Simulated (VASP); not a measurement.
# ZrBAs (P4/nmm) in VASP: single point with PBEsol

Aim: the single point of ZrBAs with PBEsol.

Everything below comes from runs of VASP 6.6.1. Logs are shortened: lines on timing, memory, paths and dates and some standing lists are left out, and cuts for length are marked.

## (1) The cell of the first run

Symmetry: P4/nmm, No. 129, tetragonal system. The conventional cell has a = 3.251 Å, b = 3.251 Å, c = 7.357 Å, α = 90.00°, β = 90.00°, γ = 90.00°. Within 3.3 Å of As (site symmetry 4mm) lie 5 Zr at 2.50 to 2.62 Å and 8 As at 2.83 to 3.25 Å and 4 B at 3.29 Å. Within 3.0 Å of B (site symmetry -4m2) lie 4 B at 2.30 Å and 4 Zr at 2.49 Å. Within 3.3 Å of Zr (site symmetry 4mm) lie 4 B at 2.49 Å and 5 As at 2.50 to 2.62 Å and 4 Zr at 3.25 Å.

## (2) Single point, PBEsol

File INCAR:

```
SYSTEM = ZrBAs
PREC = Accurate
ENCUT = 520
EDIFF = 1E-6
ISMEAR = -1
SIGMA = 0.1
LREAL = .False.
LASPH = .True.
NELM = 100
ALGO = Normal
ISIF = 2
LWAVE = .False.
LCHARG = .True.
GGA = PS
LELF = .True.
LVHAR = .True.
NBANDS = 29
```

File KPOINTS:

```
regular mesh
0
Gamma
  10 10 5
  0 0 0
```

File POSCAR:

```
ZrBAs
1.0
    3.2512770000      0.0000000000      0.0000000000
    0.0000000000      3.2512770000      0.0000000000
    0.0000000000      0.0000000000      7.3571920000
As B Zr
2 2 2
Direct
    0.2500000000      0.2500000000      0.6117000000
    0.7500000000      0.7500000000      0.3883000000
    0.7500000000      0.2500000000      0.0000000000
    0.2500000000      0.7500000000      0.0000000000
    0.2500000000      0.2500000000      0.2558000000
    0.7500000000      0.7500000000      0.7442000000
```

Potentials or basis: VASP PAW PBE potentials, release 64 (As, B, Zr_sv).

On the command line:

```console
> cat potpaw_PBE.64/As/POTCAR potpaw_PBE.64/B/POTCAR potpaw_PBE.64/Zr_sv/POTCAR > POTCAR
> mpirun -np 1 vasp_std > vasp.out
```

OUTCAR:

```text
SYSTEM = ZrBAs
   PREC = Accurate
   ENCUT = 520
   EDIFF = 1E-6
   ISMEAR = -1
   LREAL = .False.
   LASPH = .True.
   NELM = 100
   ISIF = 2
   GGA = PS

 ion  position               nearest neighbor table
   1  0.250  0.250  0.612-   6 2.50   6 2.50   6 2.50   6 2.50   5 2.62   2 2.83   2 2.83   2 2.83
                             2 2.83
   2  0.750  0.750  0.388-   5 2.50   5 2.50   5 2.50   5 2.50   6 2.62   1 2.83   1 2.83   1 2.83
                             1 2.83
   3  0.750  0.250  0.000-   5 2.49   6 2.49   6 2.49   5 2.49
   4  0.250  0.750  0.000-   5 2.49   6 2.49   5 2.49   6 2.49
   5  0.250  0.250  0.256-   3 2.49   4 2.49   4 2.49   3 2.49   2 2.50   2 2.50   2 2.50   2 2.50
                             1 2.62
   6  0.750  0.750  0.744-   3 2.49   4 2.49   3 2.49   4 2.49   1 2.50   1 2.50   1 2.50   1 2.50
                             2 2.62

  LATTYP: Found a simple tetragonal cell.
 ALAT       =     3.2512770000
 C/A-ratio  =     2.2628622538

  Lattice vectors:

 A1 = (   3.2512770000,   0.0000000000,   0.0000000000)
 A2 = (   0.0000000000,   3.2512770000,   0.0000000000)
 A3 = (   0.0000000000,   0.0000000000,   7.3571920000)

Analysis of symmetry for initial positions (statically):
=====================================================================
 Subroutine PRICEL returns:
 Original cell was already a primitive cell.

 Routine SETGRP: Setting up the symmetry group for a
 simple tetragonal supercell.

 Subroutine GETGRP returns: Found 16 space group operations
 (whereof  4 operations were pure point group operations)
 out of a pool of 16 trial point group operations.

The static configuration has the point symmetry C_2h.
 The point group associated with its full space group is D_4h.

Analysis of symmetry for dynamics (positions and initial velocities):
=====================================================================
 Subroutine PRICEL returns:
 Original cell was already a primitive cell.

 Routine SETGRP: Setting up the symmetry group for a
 simple tetragonal supercell.

 Subroutine GETGRP returns: Found 16 space group operations
 (whereof  4 operations were pure point group operations)
 out of a pool of 16 trial point group operations.

The dynamic configuration has the point symmetry C_2h.
 The point group associated with its full space group is D_4h.
[... 99 lines left out ...]
   ISTART =      0    job   : 0-new  1-cont  2-samecut
   ICHARG =      2    charge: 1-file 2-atom 10-const
   ISPIN  =      1    spin polarized calculation?
   LNONCOLLINEAR =      F non collinear calculations
   LSORBIT =      F    spin-orbit coupling
   LASPH  =      T    aspherical Exc in radial PAW
   ENCUT  =  520.0 eV  38.22 Ry    6.18 a.u.   6.05  6.05 13.68*2*pi/ulx,y,z
   NELM   =    100;   NELMIN=  2; NELMDL= -5     # of ELM steps
   EDIFF  = 0.1E-05   stopping-criterion for ELM
   LREAL  =      F    real-space projection
   EDIFFG = 0.1E-04   stopping-criterion for IOM
   NSW    =      0    number of steps for IOM
   IBRION =     -1    ionic relax: 0-MD 1-quasi-New 2-CG
   NFREE  =      0    steps in history (QN), initial steepest desc. (CG)
   ISIF   =      2    stress and relaxation
   ISYM   =      2    0-nonsym 1-usesym 2-fastsym
   POTIM  = 0.5000    time-step for ionic-motion
   TEBEG  =    0.0;   TEEND  =   0.0 temperature during run
   PSTRESS=    0.0 pullay stress
   NELECT =      40.0000    total number of electrons
   NUPDOWN=      -1.0000    fix difference up-down
   EMIN   =  10.00;   EMAX   =-10.00  energy-range for DOS
   EFERMI =   0.00;   METHOD = LEGACY
   ISMEAR =    -1;   SIGMA  =   0.10  broadening in eV -4-tet -1-fermi 0-gaus
   EFERMI_NEDOS =   21; number of points for ismear=-14 and -15
   IALGO  =     38    algorithm
   IMIX   =      4    mixing-type and parameters
     AMIX     =   0.40;   BMIX     =  1.00
     AMIX_MAG =   1.60;   BMIX_MAG =  1.00
  volume/ion in A,a.u.               =      12.96        87.47
  Fermi-wavevector in a.u.,A,eV,Ry     =   1.311661  2.478679 23.408192  1.720454
  Thomas-Fermi vector in A             =   2.442107
   LORBIT       =      0    0 simple, 1 ext, 2 COOP (PROOUT), +10 PAW based schemes
   GGA     = PS    functional components
   LHFCALC =     F    Hartree Fock is set to
   AEXX    =    0.0000 exact exchange contribution
   IVDW    =     0    specifies the selected vdW correction
   LEPSILON=     F    determine dielectric tensor
   LRPA    =     F    only Hartree local field effects (RPA)
 non-spin polarized calculation
  energy-cutoff  :      520.00
  volume of cell :       77.77
 maximum number of plane-waves:      2120
   NGX = 13   NGY = 13   NGZ = 27

 number of electron      40.0000001 magnetization

 Free energy of the ion-electron system (eV)
  ---------------------------------------------------
  ext. energy  EPLUGINS =         0.00000000
  ---------------------------------------------------
  free energy    TOTEN  =       -41.06806369 eV

  energy without entropy =      -40.91622545  energy(sigma->0) =      -40.99214457

 E-fermi :   9.2830     XC(G=0): -12.3101

 val. band max:        9.2746435368   @ k =   0.3000   0.2000   0.4000
 cond. band min:       9.2941801133   @ k =   0.3000   0.0000   0.2000
 fundamental gap:      0.0195365765
 Fermi energy:         9.2829522824

 k-point     1 :       0.0000    0.0000    0.0000
  band No.  band energies     occupation
      1     -37.7999      2.00000
      2     -37.7919      2.00000
      3     -16.4005      2.00000
      4     -16.1798      2.00000
      5     -15.8477      2.00000
      6     -15.8477      2.00000
[... 757 lines left out ...]
     28      15.4917      0.00000
     29      15.8440      0.00000

 [... further k-points ...]
[... 5 lines left out ...]
  --------------------------------------------------------------------------------------
  -------------------------------------------------------------------------------------
  Total       18.6281285     18.6281285     17.0922309     -0.0000000      0.0000000      0.0000000
  in kB      383.7600604    383.7600604    352.1188696     -0.0000000      0.0000000      0.0000000
  external PRESSURE =     373.2129968 kB  Pullay stress =       0.0000000 kB

 VOLUME and BASIS-vectors are now :
 -----------------------------------------------------------------------------
  energy-cutoff  :      520.00
  volume of cell :       77.77
      direct lattice vectors                 reciprocal lattice vectors
     3.251277000  0.000000000  0.000000000     0.307571456  0.000000000  0.000000000
     0.000000000  3.251277000  0.000000000     0.000000000  0.307571456  0.000000000
     0.000000000  0.000000000  7.357192000     0.000000000  0.000000000  0.135921422

 POSITION                                       TOTAL-FORCE (eV/Angst)
 -----------------------------------------------------------------------------------
      0.81282      0.81282      4.50039        -0.000000      0.000000     -0.247265
      2.43846      2.43846      2.85680         0.000000     -0.000000      0.247265
      2.43846      0.81282      0.00000         0.000000     -0.000000      0.000000
      0.81282      2.43846      0.00000        -0.000000     -0.000000      0.000000
      0.81282      0.81282      1.88197        -0.000000      0.000000     -3.134193
      2.43846      2.43846      5.47522         0.000000     -0.000000      3.134193
 -----------------------------------------------------------------------------------
    total drift:                                0.000000      0.000000     -0.000000

  FREE ENERGIE OF THE ION-ELECTRON SYSTEM (eV)
  ---------------------------------------------------
  free  energy   TOTEN  =       -41.0680636874 eV

  energy  without entropy=      -40.9162254493  energy(sigma->0) =      -40.99214457
```

Wall time 98 s (1 thread of AMD EPYC 7R13 (Zen 3), shared host); peak memory 0.24 GiB.

What came out:

| Property | Result |
| --- | --- |
| Free energy | -41.0681 eV |
| Pressure | 37.3 GPa |
| Largest force | 3.134 eV/Å |
| Band gap on the k mesh | zero (band 20 reaches 11.28 eV, above the bottom of band 21 at 8.83 eV) |

Forces on the atoms (eV/Å):
```
As   0.000  0.000 -0.247
As   0.000  0.000  0.247
B    0.000  0.000  0.000
B    0.000  0.000  0.000
Zr   0.000  0.000 -3.134
Zr   0.000  0.000  3.134
```

Levels at points of the mesh, in eV from the Fermi level:
```
           k point  band 16  band 17  band 18  band 19  band 20  band 21  band 22  band 23  band 24  band 25
(0.00, 0.00, 0.00)    -2.14    -1.54    -0.22    -0.22     1.70     1.70     1.93     3.05     3.24     3.81
(0.50, 0.00, 0.00)    -1.45    -1.35    -1.35     0.06     0.06     1.23     1.23     4.01     4.01     5.02
(0.50, 0.50, 0.00)    -3.60    -2.73    -2.73    -1.69    -1.69     0.27     0.27     6.21     6.21     6.44
```

Caveat: the PAW data sets were made with another functional, which shifts forces and pressure a little.
